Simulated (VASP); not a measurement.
Crystal: CdS.

```
Cd S
1.0
     0.00000    2.74730    2.74730
     2.74730    0.00000    2.74730
     2.74730    2.74730    0.00000
Cd S
1 1
Direct
  0.00000 0.00000 0.00000
  0.50000 0.50000 0.50000
```

| Property | Result |
| --- | --- |
| Program | VASP 6.6.1 |
| Task | relaxation of cell and atoms |
| Functional | PBEsol |
| Potentials or basis | VASP PAW PBE potentials, release 64 (Cd, S) |
| Cutoff | 600 eV |
| k mesh | 8 × 8 × 8 |
| Occupations | fermi-dirac, width 0.02 eV |
| Spin | no spin polarisation |

At the start: pressure -3.6 GPa; volume 20.74 Å³/atom.

Problem. How do energy, volume and symmetry change on relaxing?

Solution. Over 3 steps the energy falls by 11.3 meV/atom and the volume is 19.77 Å³/atom (-4.7 %); space group Fm-3m (No. 225, to 0.05 Å).

The path:
| step | energy change (eV) | largest force (eV/Å) | pressure (GPa) | volume (Å³) |
| --- | --- | --- | --- | --- |
| 1 | 0.0000 | 0.0000 | -3.57 | 41.47 |
| 2 | -0.0183 | 0.0000 | 1.76 | 38.76 |
| 3 | -0.0225 | 0.0000 | -0.03 | 39.54 |

Final structure:
```xyz
2
Lattice="0.0000 2.7040 2.7040 2.7040 0.0000 2.7040 2.7040 2.7040 0.0000" Properties=species:S:1:pos:R:3 pbc="T T T"
Cd    0.0000    0.0000    0.0000
S     2.7040    2.7040    2.7040
```

Caveat: the PAW data sets were made with another functional, which shifts forces and pressure a little.
